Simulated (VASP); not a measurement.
# BeCd2Se3 (P4mm) in VASP: a series of runs, part 2 of 2

VASP 6.6.1. The steps go on from the part before.

### 3 Single point, PBE

This run uses another cell than the first one, of 23.14 Å³/atom.

INCAR reads:

```
ALGO     = Normal         # electronic algorithm
EDIFF    = 1E-7           # SCF threshold, eV
ENCUT    = 520            # plane-wave cutoff, eV
GGA      = PE             # functional
ISIF     = 2              # what is computed and relaxed
ISMEAR   = 0              # smearing method
LASPH    = T              # aspherical terms in the spheres
LCHARG   = F              # write CHGCAR
LREAL    = F              # projectors in reciprocal space
LWAVE    = F              # write WAVECAR
NBANDS   = 31             # bands
NELM     = 100            # most SCF steps
PREC     = Accurate       # precision mode
SIGMA    = 0.1            # smearing width, eV
```

KPOINTS reads:

```
k-points
0
Gamma
  4 4 4
```

POSCAR reads:

```
BeCd2Se3
1.0
    4.3344031300      0.0000000000      0.0000000000
    0.0000000000      4.3344031300      0.0000000000
    0.0000000000      0.0000000000      7.3904647400
Be Cd Se
1 2 3
Direct
    0.0000000000      0.0000000000      0.7271493700
    0.5000000000      0.5000000000      0.9305895000
    0.5000000000      0.5000000000      0.5425922400
    0.0000000000      0.0000000000      0.2209154300
    0.5000000000      0.0000000000      0.7617747300
    0.0000000000      0.5000000000      0.7617747300
```

Potentials or basis: VASP PAW PBE potentials, release 64 (Be, Cd, Se).

On the command line:

```console
> cat potpaw_PBE.64/Be/POTCAR potpaw_PBE.64/Cd/POTCAR potpaw_PBE.64/Se/POTCAR > POTCAR
> mpirun -np 1 vasp_std > vasp.out
```

OUTCAR:

```text
EDIFF = 1E-7
   ENCUT = 520
   GGA = PE
   ISIF = 2
   ISMEAR = 0
   LASPH = T
   LREAL = F
   NELM = 100
   PREC = Accurate

 ion  position               nearest neighbor table
   1  0.000  0.000  0.727-   5 2.18   6 2.18   6 2.18   5 2.18
   2  0.500  0.500  0.931-   5 2.50   6 2.50   5 2.50   6 2.50   3 2.87
   3  0.500  0.500  0.543-   5 2.71   6 2.71   5 2.71   6 2.71   2 2.87
   4  0.000  0.000  0.221-
   5  0.500  0.000  0.762-   1 2.18   1 2.18   2 2.50   2 2.50   3 2.71   3 2.71
   6  0.000  0.500  0.762-   1 2.18   1 2.18   2 2.50   2 2.50   3 2.71   3 2.71

  LATTYP: Found a simple tetragonal cell.
 ALAT       =     4.3344031300
 C/A-ratio  =     1.7050709217

  Lattice vectors:

 A1 = (   4.3344031300,   0.0000000000,   0.0000000000)
 A2 = (   0.0000000000,   4.3344031300,   0.0000000000)
 A3 = (   0.0000000000,   0.0000000000,   7.3904647400)

Analysis of symmetry for initial positions (statically):
=====================================================================
 Subroutine PRICEL returns:
 Original cell was already a primitive cell.

 Routine SETGRP: Setting up the symmetry group for a
 simple tetragonal supercell.

 Subroutine GETGRP returns: Found  8 space group operations
 (whereof  8 operations were pure point group operations)
 out of a pool of 16 trial point group operations.

The static configuration has the point symmetry C_4v.

Analysis of symmetry for dynamics (positions and initial velocities):
=====================================================================
 Subroutine PRICEL returns:
 Original cell was already a primitive cell.

 Routine SETGRP: Setting up the symmetry group for a
 simple tetragonal supercell.

 Subroutine GETGRP returns: Found  8 space group operations
 (whereof  8 operations were pure point group operations)
 out of a pool of 16 trial point group operations.
[... 120 lines left out ...]
   IMIX   =      4    mixing-type and parameters
     AMIX     =   0.40;   BMIX     =  1.00
     AMIX_MAG =   1.60;   BMIX_MAG =  1.00
  volume/ion in A,a.u.               =      23.14       156.16
  Fermi-wavevector in a.u.,A,eV,Ry     =   1.116132  2.109184 16.949470  1.245751
  Thomas-Fermi vector in A             =   2.252743
   LORBIT       =      0    0 simple, 1 ext, 2 COOP (PROOUT), +10 PAW based schemes
   GGA     = PE    functional components
   LHFCALC =     F    Hartree Fock is set to
   AEXX    =    0.0000 exact exchange contribution
   IVDW    =     0    specifies the selected vdW correction
   LEPSILON=     F    determine dielectric tensor
   LRPA    =     F    only Hartree local field effects (RPA)
 non-spin polarized calculation
 Gauss-broadening in eV      SIGMA  =   0.10
  energy-cutoff  :      520.00
  volume of cell :      138.85
 maximum number of plane-waves:      3784
   NGX = 17   NGY = 17   NGZ = 27

 number of electron      43.9999987 magnetization

 Free energy of the ion-electron system (eV)
  ---------------------------------------------------
  ext. energy  EPLUGINS =         0.00000000
  ---------------------------------------------------
  free energy    TOTEN  =       -11.89739506 eV

  energy without entropy =      -11.86251023  energy(sigma->0) =      -11.87995265

 E-fermi :   2.7473     XC(G=0):  -9.3471

 val. band max:        2.7345967266   @ k =   0.2500   0.0000   0.0000
 cond. band min:       2.7572789304   @ k =   0.0000   0.0000   0.0000
 fundamental gap:      0.0226822038
 Fermi energy:         2.7473020063

 k-point     1 :       0.0000    0.0000    0.0000
  band No.  band energies     occupation
      1     -13.5402      2.00000
      2     -10.5360      2.00000
      3      -8.4241      2.00000
      4      -7.5048      2.00000
      5      -7.5048      2.00000
      6      -7.0897      2.00000
[... 601 lines left out ...]
     30       7.2561      0.00000
     31      10.9012      0.00000

------------------------ aborting loop because EDIFF is reached ----------------------------------------

  FORCE on cell =-STRESS in cart. coord.  units (eV):
  Direction    XX          YY          ZZ          XY          YZ          ZX
  --------------------------------------------------------------------------------------
  -------------------------------------------------------------------------------------
  Total       18.0247738     18.0247738      5.2482660      0.0000000      0.0000000      0.0000000
  in kB      207.9936390    207.9936390     60.5614232      0.0000000      0.0000000      0.0000000
  external PRESSURE =     158.8495671 kB  Pullay stress =       0.0000000 kB

 VOLUME and BASIS-vectors are now :
 -----------------------------------------------------------------------------
  energy-cutoff  :      520.00
  volume of cell :      138.85
      direct lattice vectors                 reciprocal lattice vectors
     4.334403130  0.000000000  0.000000000     0.230712273  0.000000000  0.000000000
     0.000000000  4.334403130  0.000000000     0.000000000  0.230712273  0.000000000
     0.000000000  0.000000000  7.390464740     0.000000000  0.000000000  0.135309488

 POSITION                                       TOTAL-FORCE (eV/Angst)
 -----------------------------------------------------------------------------------
      0.00000      0.00000      5.37397        -0.000000     -0.000000     -0.333965
      2.16720      2.16720      6.87749         0.000000      0.000000      5.311548
      2.16720      2.16720      4.01001        -0.000000     -0.000000     -3.562627
      0.00000      0.00000      1.63267        -0.000000     -0.000000      0.418834
      2.16720      0.00000      5.62987        -0.000000     -0.000000     -0.916895
      0.00000      2.16720      5.62987        -0.000000     -0.000000     -0.916895
 -----------------------------------------------------------------------------------
    total drift:                                0.000000     -0.000000     -0.000161

  FREE ENERGIE OF THE ION-ELECTRON SYSTEM (eV)
  ---------------------------------------------------
  free  energy   TOTEN  =       -11.8973950638 eV

  energy  without entropy=      -11.8625102281  energy(sigma->0) =      -11.87995265
```

OSZICAR:

```text
N       E                     dE             d eps       ncg     rms          rms(c)
DAV:   1     0.290128422184E+03    0.29013E+03   -0.20317E+04  1116   0.127E+03
DAV:   2     0.472691931514E+01   -0.28540E+03   -0.27378E+03  1271   0.304E+02
DAV:   3    -0.137763193204E+02   -0.18503E+02   -0.18250E+02  1369   0.764E+01
DAV:   4    -0.140106881515E+02   -0.23437E+00   -0.23417E+00  1235   0.836E+00
DAV:   5    -0.140137470277E+02   -0.30589E-02   -0.30580E-02  1393   0.832E-01    0.132E+01
DAV:   6    -0.121381059678E+02    0.18756E+01   -0.79241E+00  1232   0.170E+01    0.112E+01
DAV:   7    -0.121080345138E+02    0.30071E-01   -0.45093E+00  1307   0.558E+00    0.699E+00
DAV:   8    -0.119630431366E+02    0.14499E+00   -0.10458E+00  1215   0.349E+00    0.213E+00
DAV:   9    -0.119342953477E+02    0.28748E-01   -0.40565E-01  1222   0.338E+00    0.109E+00
DAV:  10    -0.118994364364E+02    0.34859E-01   -0.93665E-02  1249   0.144E+00    0.420E-01
DAV:  11    -0.118973266267E+02    0.21098E-02   -0.76662E-03  1249   0.476E-01    0.104E-01
DAV:  12    -0.118973637967E+02   -0.37170E-04   -0.12054E-03  1326   0.341E-01    0.749E-02
DAV:  13    -0.118973934487E+02   -0.29652E-04   -0.17715E-04  1256   0.846E-02    0.292E-02
DAV:  14    -0.118973968796E+02   -0.34308E-05   -0.63191E-05  1348   0.774E-02    0.115E-02
DAV:  15    -0.118973950879E+02    0.17917E-05   -0.10568E-05  1256   0.267E-02    0.618E-03
DAV:  16    -0.118973948786E+02    0.20930E-06   -0.21298E-06  1319   0.123E-02    0.165E-03
DAV:  17    -0.118973950879E+02   -0.20933E-06   -0.36149E-07  1270   0.372E-03    0.682E-04
DAV:  18    -0.118973950638E+02    0.24120E-07   -0.27476E-08   768   0.147E-03
   1 F= -.11897395E+02 E0= -.11879953E+02  d E =-.348848E-01
```

stdout:

```text
POSCAR found type information on POSCAR BeCdSe
 POSCAR found :  3 types and       6 ions
 scaLAPACK will be used
 LDA part: xc-table for (Slater+PW92), standard interpolation
 POSCAR, INCAR and KPOINTS ok, starting setup
 FFT: planning ... GRIDC
 FFT: planning ... GRID_SOFT
 FFT: planning ... GRID
 WAVECAR not read
 entering main loop
```

Run time: 81 s. Hardware: 1 thread of Intel Xeon Platinum 8259CL at 2.50GHz (Skylake/Cascade Lake), shared host; peak memory 0.26 GiB.

Results:

```
Free energy            : -11.8974 eV
Pressure               : 15.9 GPa
Largest force          : 5.312 eV/Å
Band gap on the k mesh : zero (bands 22 and 23 overlap by 0.32 eV)
```

Forces in eV/Å, atoms in the order of the input:
```
Be   0.000  0.000 -0.334
Cd   0.000  0.000  5.312
Cd   0.000  0.000 -3.563
Se   0.000  0.000  0.419
Se   0.000  0.000 -0.917
Se   0.000  0.000 -0.917
```

Caveat: the k points lie up to 0.36 Å⁻¹ apart; semilocal functionals underestimate gaps, and a narrow one can read as zero; forces of over 1 eV/Å act on the atoms, so gaps and moduli don't describe the material at rest.

### 4 Single point, PBE

This run uses another cell than the first one, of 22.44 Å³/atom.

INCAR reads:

```
PREC = Accurate ; ENCUT = 520
EDIFF = 1E-7 ; ISMEAR = 0
SIGMA = 0.1 ; LREAL = F
LASPH = T ; NELM = 80
ALGO = Normal ; ISIF = 2
LWAVE = F ; LCHARG = F
GGA = PE ; NBANDS = 31
```

KPOINTS reads:

```
regular mesh
0
Gamma
  8 8 6
```

POSCAR reads:

```
BeCd2Se3
1.0
    4.4710388244      0.0000000000      0.0000000000
    0.0000000000      4.4710388244      0.0000000000
    0.0000000000      0.0000000000      6.7347919312
Be Cd Se
1 2 3
Direct
    0.0000000000      0.0000000000      0.6322287052
    0.5000000000      0.5000000000      0.0288677436
    0.5000000000      0.5000000000      0.4398133517
    0.0000000000      0.0000000000      0.3081739567
    0.5000000000      0.0000000000      0.7678561214
    0.0000000000      0.5000000000      0.7678561214
```

On the command line:

```console
> cat potpaw_PBE.64/Be/POTCAR potpaw_PBE.64/Cd/POTCAR potpaw_PBE.64/Se/POTCAR > POTCAR
> mpirun -np 1 vasp_std > vasp.out
```

It took 3.9 min on 1 thread of Intel Xeon Platinum 8259CL at 2.50GHz (Skylake/Cascade Lake), shared host; peak memory 0.39 GiB.

The run converged. Its results:

| Item | Value |
| --- | --- |
| Free energy | -16.5185 eV |
| Pressure | 0.2 GPa |
| Largest force | 0.025 eV/Å |
| Band gap on the k mesh | zero (bands 22 and 23 overlap by 1.51 eV) |

Forces in eV/Å, atoms in the order of the input:
```
Be   0.000  0.000  0.017
Cd   0.000  0.000  0.012
Cd   0.000  0.000  0.013
Se   0.000  0.000 -0.025
Se   0.000  0.000 -0.009
Se   0.000  0.000 -0.009
```

Stress tensor (GPa, compression positive):
```
0.17 0.00 0.00
0.00 0.17 0.00
0.00 0.00 0.32
```

Levels at points of the mesh, in eV from the Fermi level:
| k point | band 18 | band 19 | band 20 | band 21 | band 22 | band 23 | band 24 | band 25 | band 26 | band 27 |
| --- | --- | --- | --- | --- | --- | --- | --- | --- | --- | --- |
| (0.00, 0.00, 0.00) | -1.61 | -1.26 | -1.26 | -0.96 | -0.21 | -0.21 | 0.93 | 3.12 | 3.71 | 3.71 |
| (0.50, 0.00, 0.00) | -3.32 | -2.66 | -2.47 | -1.23 | -0.83 | 1.36 | 2.37 | 2.39 | 4.73 | 5.28 |
| (0.50, 0.50, 0.00) | -2.73 | -2.23 | -2.23 | -1.75 | -0.50 | 1.00 | 1.32 | 5.40 | 5.40 | 5.44 |
| (0.00, 0.00, 0.50) | -1.61 | -1.61 | -1.06 | -0.98 | -0.07 | -0.07 | 0.07 | 2.74 | 4.48 | 4.48 |
| (0.50, 0.00, 0.50) | -2.91 | -2.35 | -2.24 | -1.80 | -0.92 | 0.86 | 2.03 | 3.50 | 3.86 | 4.86 |
| (0.50, 0.50, 0.50) | -2.87 | -2.35 | -1.05 | -1.05 | 1.00 | 1.32 | 2.90 | 3.46 | 3.47 | 3.47 |

### 5 Overview

```tsv
cell	k mesh	gap on the mesh (eV)	pressure (GPa)	largest force (eV/Å)
a = 4.483, b = 4.483, c = 6.665 Å, 6 atoms, atomic positions A	4 × 4 × 4	none	0.3	0.04
a = 4.334, b = 4.334, c = 7.390 Å, 6 atoms, atomic positions B	4 × 4 × 4	none	15.9	5.31
a = 4.471, b = 4.471, c = 6.735 Å, 6 atoms, atomic positions C	8 × 8 × 6	none	0.2	0.02
```

Alike in all rows: task single point; level PBE; potentials or basis VASP PAW PBE potentials, release 64 (Be, Cd, Se); no spin polarisation; cutoff (eV) 520; smearing gaussian 0.1 eV.

Caveats: some runs use coarse meshes; semilocal functionals underestimate gaps, and a narrow one can read as zero (at least some runs); forces of over 1 eV/Å act on the atoms, so gaps and moduli don't describe the material at rest (at least some runs).

Absolute energies hang on the potentials; compare differences alone.

The gap in the log of VASP goes by the Fermi energy; the results here count the filled bands.